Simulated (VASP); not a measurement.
Input of a VASP 6.6.1 run:

File INCAR:

```
SYSTEM = Fe
  PREC = Accurate
  ENCUT = 600
  EDIFF = 1E-6
  ISMEAR = -1
  SIGMA = 0.05
  LREAL = .False.
  LASPH = .True.
  NELM = 150
  ALGO = Normal
  ISIF = 3
  LWAVE = .False.
  LCHARG = .False.
  ISPIN = 2
  MAGMOM = 3
  LORBIT = 11
  LMAXMIX = 4
  GGA = RP
  IVDW = 13
  IBRION = 2
  NSW = 80
  EDIFFG = -0.02
```

Contents of KPOINTS:

```
Automatic mesh
0
Gamma
  13 13 13
  0 0 0
```

POSCAR

```
Fe
1.0
   -1.4430000000      1.4430000000      1.4430000000
    1.4430000000     -1.4430000000      1.4430000000
    1.4430000000      1.4430000000     -1.4430000000
Fe
1
Direct
    0.0000000000      0.0000000000      0.0000000000
```

Potentials or basis: VASP PAW PBE potentials, release 64 (Fe).

Command:

```console
$ cat potpaw_PBE.64/Fe/POTCAR > POTCAR
$ mpirun -np 1 vasp_std > vasp.out
```

Q: Predict the net moment.

A: 2.12 μB per cell.

Q: What does it give for the dispersion energy per atom?

A: -0.693 eV.

Q: What does it give for the relaxed cell?

A: a = 2.433 Å, b = 2.433 Å, c = 2.433 Å, α = 109.47°, β = 109.47°, γ = 109.47°.

Step by step:
```csv
step,energy change (eV),largest force (eV/Å),pressure (GPa),volume (Å³)
1,0.0000,0.0000,-11.25,12.02
2,-0.0228,0.0000,10.25,10.61
3,-0.0376,0.0000,0.08,11.09
```

Caveat: the PAW data sets were made with another functional, which shifts forces and pressure a little; pairwise dispersion overbinds metals, which lowers pressure and volume.
